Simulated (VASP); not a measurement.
Runs of VASP 6.6.1 on NaSiO3. The structure is cubic, space group Pm-3m (No. 221). Conventional cell: a = 3.561 Å, b = 3.561 Å, c = 3.561 Å, α = 90.00°, β = 90.00°, γ = 90.00°. Na (site symmetry m-3m) has 12 O at 2.52 Å and 8 Si at 3.08 Å within 3.3 Å. Within 2.4 Å of Si (site symmetry m-3m) lie 6 O at 1.78 Å. Within 2.4 Å of O (site symmetry 4/mmm) lie 2 Si at 1.78 Å. 

```csv
k mesh,gap on the mesh (eV),pressure (GPa)
3 × 3 × 3,none,-10.6
5 × 5 × 5,none,-11.6
4 × 4 × 4,none,-10.7
6 × 6 × 6,none,(a)
```

Alike in all rows: task single point; level LDA; potentials or basis VASP PAW LDA potentials, release 64 (Na_pv, Si, O); no spin polarisation; cell as given; cutoff (eV) 600; smearing fermi-dirac 0.1 eV.

Task: Fill in the values left out.

Result: (a) -11.3.

Caveats: some runs use coarse meshes; an odd number of electrons without spin polarisation forces a metal; a magnetic or distorted state may lie lower; the cell stands under tension (at least some runs).

A gap of «none» marks levels without a gap at the run's occupations.
